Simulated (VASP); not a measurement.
# La2TeN2 (I4/mmm) in VASP: single point with r2SCAN

Aim: the single point of La2TeN2 with r2SCAN.

Everything below comes from runs of VASP 6.6.1. Logs are shortened: lines on timing, memory, paths and dates and some standing lists are left out, and cuts for length are marked.

## 1. The cell of the first run

Symmetry: I4/mmm, No. 139, tetragonal system. Conventional cell: a = 4.201 Å, b = 4.201 Å, c = 13.355 Å, α = 90.00°, β = 90.00°, γ = 90.00°. La (site symmetry 4mm) has 4 N at 2.45 Å within 3.2 Å. Te (site symmetry 4/mmm) has 10 La at 3.63 to 4.59 Å and 8 N at 3.94 Å and 4 Te at 4.20 Å within 4.8 Å. Within 3.2 Å of N (site symmetry -4m2) lie 4 La at 2.45 Å and 4 N at 2.97 Å.

## 2. Single point, r2SCAN

Input file POSCAR:

```
La2TeN2
1.0
    0.0000000000      4.2010650000      0.0000000000
    4.2010650000      0.0000000000      0.0000000000
    2.1005320000      2.1005320000     -6.6773320000
La Te N
2 1 2
Direct
    0.3440000000      0.3440000000      0.3120000000
    0.6560000000      0.6560000000      0.6880000000
    0.0000000000      0.0000000000      0.0000000000
    0.2500000000      0.7500000000      0.5000000000
    0.7500000000      0.2500000000      0.5000000000
```

Input file INCAR.step1:

```
SYSTEM = La2TeN2
  PREC = Accurate
  ENCUT = 520
  ISMEAR = -1
  SIGMA = 0.1
  LREAL = .FALSE.
  LASPH = .TRUE.
  NELM = 80
  NBANDS = 27
  GGA = PE
  ALGO = Normal
  EDIFF = 1E-4
  LWAVE = .TRUE.
  LCHARG = .FALSE.
```

Input file INCAR.step2:

```
SYSTEM = La2TeN2
  PREC = Accurate
  ENCUT = 520
  EDIFF = 1E-7
  ISMEAR = -1
  SIGMA = 0.1
  LREAL = .FALSE.
  LASPH = .TRUE.
  NELM = 80
  ALGO = Normal
  ISIF = 2
  LWAVE = .FALSE.
  LCHARG = .FALSE.
  METAGGA = R2SCAN
  LMIXTAU = .TRUE.
  NBANDS = 27
  ISTART = 1
```

Input file KPOINTS:

```
regular mesh
0
G
  8 8 8
  0 0 0
```

Potentials or basis: VASP PAW PBE potentials, release 64 (La, Te, N).

Launch:

```console
> cat potpaw_PBE.64/La/POTCAR potpaw_PBE.64/Te/POTCAR potpaw_PBE.64/N/POTCAR > POTCAR
> cp INCAR.step1 INCAR
> mpirun -np 1 vasp_std > vasp.out
> cp INCAR.step2 INCAR
> mpirun -np 1 vasp_std > vasp.out
```

OUTCAR:

```text
SYSTEM = La2TeN2
   PREC = Accurate
   ENCUT = 520
   EDIFF = 1E-7
   ISMEAR = -1
   LREAL = .FALSE.
   LASPH = .TRUE.
   NELM = 80
   ISIF = 2
   METAGGA = R2SCAN
   ISTART = 1

 ion  position               nearest neighbor table
   1  0.344  0.344  0.312-   4 2.45   5 2.45   4 2.45   5 2.45   3 3.63   3 3.63   3 3.63   3 3.63

   2  0.656  0.656  0.688-   4 2.45   5 2.45   4 2.45   5 2.45   3 3.63   3 3.63   3 3.63   3 3.63

   3  0.000  0.000  0.000-   1 3.63   2 3.63   2 3.63   2 3.63   1 3.63   1 3.63   2 3.63   1 3.63

   4  0.250  0.750  0.500-   1 2.45   2 2.45   1 2.45   2 2.45
   5  0.750  0.250  0.500-   1 2.45   2 2.45   1 2.45   2 2.45

  LATTYP: Found a body centered tetragonal cell.
 ALAT       =     4.2010650000
 C/A-ratio  =     3.1788758327

  Lattice vectors:

 A1 = (  -2.1005320000,   2.1005330000,   6.6773320000)
 A2 = (   2.1005330000,  -2.1005320000,   6.6773320000)
 A3 = (   2.1005320000,   2.1005320000,  -6.6773320000)

Analysis of symmetry for initial positions (statically):
=====================================================================
 Subroutine PRICEL returns:
 Original cell was already a primitive cell.

 Routine SETGRP: Setting up the symmetry group for a
 body centered tetragonal supercell.

 Subroutine GETGRP returns: Found 16 space group operations
 (whereof 16 operations were pure point group operations)
 out of a pool of 16 trial point group operations.

The static configuration has the point symmetry D_4h.

Analysis of symmetry for dynamics (positions and initial velocities):
=====================================================================
 Subroutine PRICEL returns:
 Original cell was already a primitive cell.

 Routine SETGRP: Setting up the symmetry group for a
 body centered tetragonal supercell.

 Subroutine GETGRP returns: Found 16 space group operations
 (whereof 16 operations were pure point group operations)
 out of a pool of 16 trial point group operations.

The dynamic configuration has the point symmetry D_4h.

 Subroutine INISYM returns: Found 16 space group operations
 (whereof 16 operations are pure point group operations),
 and found     1 'primitive' translations

----------------------------------------------------------------------------------------

                                     Primitive cell

  volume of cell :     117.8479

  direct lattice vectors                    reciprocal lattice vectors
     0.000000000  4.201065000  0.000000000     0.000000000  0.238034879  0.074880189
     4.201065000  0.000000000  0.000000000     0.238034879  0.000000000  0.074880189
     2.100532000  2.100532000 -6.677332000     0.000000000  0.000000000 -0.149760413

  length of vectors
     4.201065000  4.201065000  7.308298845     0.249534860  0.249534860  0.149760413

  position of ions in fractional coordinates (direct lattice)
     0.344000000  0.344000000  0.312000000
     0.656000000  0.656000000  0.688000000
     0.000000000  0.000000000  0.000000000
     0.250000000  0.750000000  0.500000000
     0.750000000  0.250000000  0.500000000

  ion indices of the primitive-cell ions
   primitive index   ion index
                 1           1
                 2           2
                 3           3
                 4           4
                 5           5

----------------------------------------------------------------------------------------

 KPOINTS: regular mesh

Automatic generation of k-mesh.
 Grid dimensions read from file:
 generate k-points for:    8    8    8

 Generating k-lattice:

  Cartesian coordinates                     Fractional coordinates (reciprocal lattice)
     0.000000000  0.029754360  0.009360024     0.125000000  0.000000000  0.000000000
     0.029754360  0.000000000  0.009360024     0.000000000  0.125000000  0.000000000
     0.000000000  0.000000000 -0.018720052     0.000000000  0.000000000  0.125000000

  Length of vectors
     0.031191858  0.031191858  0.018720052

  Shift w.r.t. Gamma in fractional coordinates (k-lattice)
     0.000000000  0.000000000  0.000000000

 Subroutine IBZKPT returns following result:
 ===========================================

 Found     59 irreducible k-points:

 Following reciprocal coordinates:
            Coordinates               Weight
  0.000000  0.000000  0.000000      1.000000
  0.125000  0.000000  0.000000      8.000000
  0.250000  0.000000  0.000000      8.000000
  0.375000  0.000000 -0.000000      8.000000
  0.500000  0.000000  0.000000      4.000000
  0.125000  0.125000  0.000000      8.000000
[... 16 lines left out ...]
  0.250000  0.000000  0.125000      4.000000
  0.375000  0.000000  0.125000      8.000000
 [... further k-points ...]
   k-points           NKPTS =     59   k-points in BZ     NKDIM =     59   number of bands    NBANDS=     27
   number of dos      NEDOS =    301   number of ions     NIONS =      5
   total plane-waves  NPLWV =  55296
   dimension x,y,z NGX =    32 NGY =   32 NGZ =   54
   dimension x,y,z NGXF=    64 NGYF=   64 NGZF=  108
   ions per type =               2   1   2
   NGX,Y,Z   is equivalent  to a cutoff of  12.66, 12.66, 12.28 a.u.
   NGXF,Y,Z  is equivalent  to a cutoff of  25.33, 25.33, 24.57 a.u.
 SYSTEM =  La2TeN2
   PREC   = accura    normal or accurate (medium, high low for compatibility)
   ISTART =      1    job   : 0-new  1-cont  2-samecut
   ICHARG =      0    charge: 1-file 2-atom 10-const
   ISPIN  =      1    spin polarized calculation?
   LNONCOLLINEAR =      F non collinear calculations
   LSORBIT =      F    spin-orbit coupling
   LASPH  =      T    aspherical Exc in radial PAW
   ENCUT  =  520.0 eV  38.22 Ry    6.18 a.u.   7.81  7.81 13.59*2*pi/ulx,y,z
   NELM   =     80;   NELMIN=  2; NELMDL=  0     # of ELM steps
   EDIFF  = 0.1E-06   stopping-criterion for ELM
   LREAL  =      F    real-space projection
   EDIFFG = 0.1E-05   stopping-criterion for IOM
   NSW    =      0    number of steps for IOM
   IBRION =     -1    ionic relax: 0-MD 1-quasi-New 2-CG
   NFREE  =      0    steps in history (QN), initial steepest desc. (CG)
   ISIF   =      2    stress and relaxation
   ISYM   =      2    0-nonsym 1-usesym 2-fastsym
   POTIM  = 0.5000    time-step for ionic-motion
   TEBEG  =    0.0;   TEEND  =   0.0 temperature during run
   PSTRESS=    0.0 pullay stress
   NELECT =      38.0000    total number of electrons
   NUPDOWN=      -1.0000    fix difference up-down
   EMIN   =  10.00;   EMAX   =-10.00  energy-range for DOS
   EFERMI =   0.00;   METHOD = LEGACY
   ISMEAR =    -1;   SIGMA  =   0.10  broadening in eV -4-tet -1-fermi 0-gaus
   EFERMI_NEDOS =   21; number of points for ismear=-14 and -15
   IALGO  =     38    algorithm
   IMIX   =      4    mixing-type and parameters
     AMIX     =   0.40;   BMIX     =  1.00
     AMIX_MAG =   1.60;   BMIX_MAG =  1.00
  volume/ion in A,a.u.               =      23.57       159.06
  Fermi-wavevector in a.u.,A,eV,Ry     =   1.122610  2.121425 17.146775  1.260252
  Thomas-Fermi vector in A             =   2.259271
   LORBIT       =      0    0 simple, 1 ext, 2 COOP (PROOUT), +10 PAW based schemes
   METAGGA = R2SCAN    functional components
   LHFCALC =     F    Hartree Fock is set to
   AEXX    =    0.0000 exact exchange contribution
   IVDW    =     0    specifies the selected vdW correction
   LEPSILON=     F    determine dielectric tensor
   LRPA    =     F    only Hartree local field effects (RPA)
 non-spin polarized calculation
  energy-cutoff  :      520.00
  volume of cell :      117.85
 maximum number of plane-waves:      3191
   NGX = 15   NGY = 15   NGZ = 27

 number of electron      38.0000001 magnetization

 Free energy of the ion-electron system (eV)
  ---------------------------------------------------
  ext. energy  EPLUGINS =         0.00000000
  ---------------------------------------------------
  free energy    TOTEN  =      -109.23908858 eV

  energy without entropy =     -109.07865310  energy(sigma->0) =     -109.15887084

 E-fermi :   5.7066     XC(G=0): -10.2680

 val. band max:        5.6907842185   @ k =   0.3750   0.0000   0.1250
 cond. band min:       5.7138323695   @ k =  -0.1250  -0.1250   0.3750
 fundamental gap:      0.0230481510
 Fermi energy:         5.7065777068

 k-point     1 :       0.0000    0.0000    0.0000
  band No.  band energies     occupation
      1     -26.0902      2.00000
      2     -25.9422      2.00000
      3     -10.8058      2.00000
      4      -9.4815      2.00000
      5      -9.4815      2.00000
      6      -9.1803      2.00000
[... 19 lines left out ...]
     26      10.3881      0.00000
     27      10.3891      0.00000

 k-point     2 :       0.1250    0.0000    0.0000
  band No.  band energies     occupation
      1     -26.0806      2.00000
      2     -25.9436      2.00000
      3     -10.8035      2.00000
      4      -9.7034      2.00000
      5      -9.4640      2.00000
      6      -9.2254      2.00000
[... 19 lines left out ...]
     26      10.3111      0.00000
     27      10.3261      0.00000

 k-point     3 :       0.2500    0.0000    0.0000
  band No.  band energies     occupation
      1     -26.0547      2.00000
      2     -25.9494      2.00000
      3     -10.8094      2.00000
      4     -10.1330      2.00000
      5      -9.4155      2.00000
      6      -9.3585      2.00000
[... 19 lines left out ...]
     26      10.2639      0.00000
     27      10.2757      0.00000

 k-point     4 :       0.3750    0.0000   -0.0000
  band No.  band energies     occupation
      1     -26.0208      2.00000
      2     -25.9630      2.00000
      3     -10.8141      2.00000
      4     -10.5129      2.00000
      5      -9.3929      2.00000
      6      -9.3475      2.00000
[... 19 lines left out ...]
     26      10.2697      0.00000
     27      10.3314      0.00000

 k-point     5 :       0.5000    0.0000    0.0000
  band No.  band energies     occupation
      1     -25.9931      2.00000
      2     -25.9824      2.00000
      3     -10.7442      2.00000
      4     -10.7354      2.00000
      5      -9.3671      2.00000
      6      -9.2824      2.00000
[... 19 lines left out ...]
     26      10.2743      0.00000
     27      10.4036      0.00000

 k-point     6 :       0.1250    0.1250    0.0000
  band No.  band energies     occupation
      1     -26.0705      2.00000
      2     -25.9453      2.00000
      3     -10.7979      2.00000
      4      -9.8152      2.00000
      5      -9.5549      2.00000
      6      -9.2706      2.00000
[... 444 lines left out ...]
      1     -25.9643      2.00000
      2     -25.9539      2.00000
      3     -10.9803      2.00000
      4     -10.9644      2.00000
      5      -9.6009      2.00000
      6      -9.4521      2.00000
[... 19 lines left out ...]
     26      10.4249      0.00000
     27      10.4273      0.00000

 k-point    22 :       0.0000    0.0000    0.1250
  band No.  band energies     occupation
      1     -26.0888      2.00000
      2     -25.9437      2.00000
      3     -10.7900      2.00000
      4      -9.4845      2.00000
      5      -9.4845      2.00000
      6      -9.2137      2.00000
[... 19 lines left out ...]
     26      10.3639      0.00000
     27      10.4118      0.00000

 k-point    23 :       0.2500    0.0000    0.1250
  band No.  band energies     occupation
      1     -26.0561      2.00000
      2     -25.9479      2.00000
      3     -10.8200      2.00000
      4     -10.1243      2.00000
      5      -9.4128      2.00000
      6      -9.3674      2.00000
[... 19 lines left out ...]
     26      10.2480      0.00000
     27      10.2596      0.00000

 k-point    24 :       0.3750    0.0000    0.1250
  band No.  band energies     occupation
      1     -26.0234      2.00000
      2     -25.9604      2.00000
      3     -10.8296      2.00000
      4     -10.4966      2.00000
      5      -9.4177      2.00000
      6      -9.3429      2.00000
[... 19 lines left out ...]
     26      10.2636      0.00000
     27      10.3011      0.00000

 [... further k-points ...]

------------------------ aborting loop because EDIFF is reached ----------------------------------------

  FORCE on cell =-STRESS in cart. coord.  units (eV):
  Direction    XX          YY          ZZ          XY          YZ          ZX
  --------------------------------------------------------------------------------------
  -------------------------------------------------------------------------------------
  Total       -2.9059387     -2.9059387     -0.6316011     -0.0000000     -0.0000000     -0.0000000
  in kB      -39.5071098    -39.5071098     -8.5868069     -0.0000000     -0.0000006     -0.0000006
  external PRESSURE =     -29.2003422 kB  Pullay stress =       0.0000000 kB

 VOLUME and BASIS-vectors are now :
 -----------------------------------------------------------------------------
  energy-cutoff  :      520.00
  volume of cell :      117.85
      direct lattice vectors                 reciprocal lattice vectors
     0.000000000  4.201065000  0.000000000     0.000000000  0.238034879  0.074880189
     4.201065000  0.000000000  0.000000000     0.238034879  0.000000000  0.074880189
     2.100532000  2.100532000 -6.677332000     0.000000000  0.000000000 -0.149760413

 POSITION                                       TOTAL-FORCE (eV/Angst)
 -----------------------------------------------------------------------------------
      2.10053      2.10053     -2.08333        -0.000000     -0.000000     -0.882776
      4.20106      4.20106     -4.59400         0.000000      0.000000      0.882776
      0.00000      0.00000      0.00000        -0.000000     -0.000000      0.000000
      4.20106      2.10053     -3.33867        -0.000000      0.000000      0.000000
      2.10053      4.20106     -3.33867         0.000000     -0.000000      0.000000
 -----------------------------------------------------------------------------------
    total drift:                               -0.000000     -0.000000      0.000000

  FREE ENERGIE OF THE ION-ELECTRON SYSTEM (eV)
  ---------------------------------------------------
  free  energy   TOTEN  =      -109.2390885839 eV

  energy  without entropy=     -109.0786531018  energy(sigma->0) =     -109.15887084
```

Run time: 13 min. Hardware: 1 thread of Intel Xeon Platinum 8259CL at 2.50GHz (Skylake/Cascade Lake), shared host; peak memory 0.39 GiB.

What came out:

| Item | Value |
| --- | --- |
| Free energy | -109.2391 eV |
| Pressure | -2.9 GPa |
| Largest force | 0.883 eV/Å |
| Band gap on the k mesh | zero (bands 19 and 20 overlap by 0.87 eV) |

Forces in eV/Å, atoms in the order of the input:
```
La   0.000  0.000 -0.883
La   0.000  0.000  0.883
Te   0.000  0.000  0.000
N    0.000  0.000  0.000
N    0.000  0.000  0.000
```

Stress tensor (GPa, compression positive):
```
-3.95  0.00  0.00
 0.00 -3.95  0.00
 0.00  0.00 -0.86
```

Caveat: the PAW data sets were made with another functional, which shifts forces and pressure a little; spin-orbit coupling is left out, which moves the levels of the heavy elements.

The gap in the log of VASP goes by the Fermi energy; the results here count the filled bands.